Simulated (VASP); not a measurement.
A run of VASP 6.6.1:

The input INCAR:

```
ALGO = Normal ; EDIFF = 1E-7
ENCUT = 520 ; GGA = PE
ISIF = 2 ; ISMEAR = 0
ISPIN = 2 ; LASPH = T
LCHARG = F ; LMAXMIX = 4
LORBIT = 11 ; LREAL = F
LWAVE = F ; MAGMOM = 1 1 1 0
NBANDS = 40 ; NELM = 150
PREC = Accurate ; SIGMA = 0.1
```

File KPOINTS:

```
k-points
0
Gamma
  4 4 6
```

File POSCAR:

```
Mo3W
1.0
    4.4755725033      0.0000000000      0.0000000000
    0.0000000000      4.4755725033      0.0000000000
    0.0000000000      0.0000000000      3.1754520729
Mo W
3 1
Direct
    0.5000000000      0.0000000000      0.0000000000
    0.5000000000      0.5000000000      0.5000000000
    0.0000000000      0.5000000000      0.0000000000
    0.0000000000      0.0000000000      0.5000000000
```

Potentials or basis: VASP PAW PBE potentials, release 64 (Mo_sv, W_sv).

Run with:

```sh
$ cat potpaw_PBE.64/Mo_sv/POTCAR potpaw_PBE.64/W_sv/POTCAR > POTCAR
$ mpirun -np 1 vasp_std > vasp.out
```

Hardware: 1 thread of Intel(R) Xeon(R) Platinum 8559C (Emerald Rapids), with other jobs on the host.

Question: How long does it take, and how much memory?

Answer: It took 49 s on 1 thread of Intel(R) Xeon(R) Platinum 8559C (Emerald Rapids), with other jobs on the host, peak memory 0.25 GiB. Counts: scf iterations 16, k points 24.
